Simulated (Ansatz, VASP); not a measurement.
## Two plane-wave programs on BP

```
B P
1.0
     0.00000    2.29691    2.26053
     2.29691    0.00000    2.26053
     2.29691    2.29691    0.00000
B P
1 1
Cartesian
  0.0000 0.0000 0.0000
  1.1485 1.1485 1.1303
```

Change from the starting cell: strained cell.

Alike in both runs: task relaxation of the atoms; functional PBE; k mesh 8 × 8 × 8; occupations gaussian, width 0.02 eV; no spin polarisation.

```csv
,VASP,Ansatz
version,VASP 6.6.1,Ansatz 0.2.0
potentials or method,"VASP PAW PBE potentials, release 64 (B, P), cutoff 450 eV","scalar-relativistic, plane waves, PAW"
valence electrons in the cell,8,8
```

|  | VASP | Ansatz | Ansatz less VASP |
| --- | --- | --- | --- |
| gap on the k mesh at the Fermi level, each at its own relaxed structure (eV) | 1.06 | 1.06 | +0.004 |

Ansatz's warnings: stress scf threshold loose.

Noted on VASP's run: the relaxation stopped at its first step, so nothing moved.
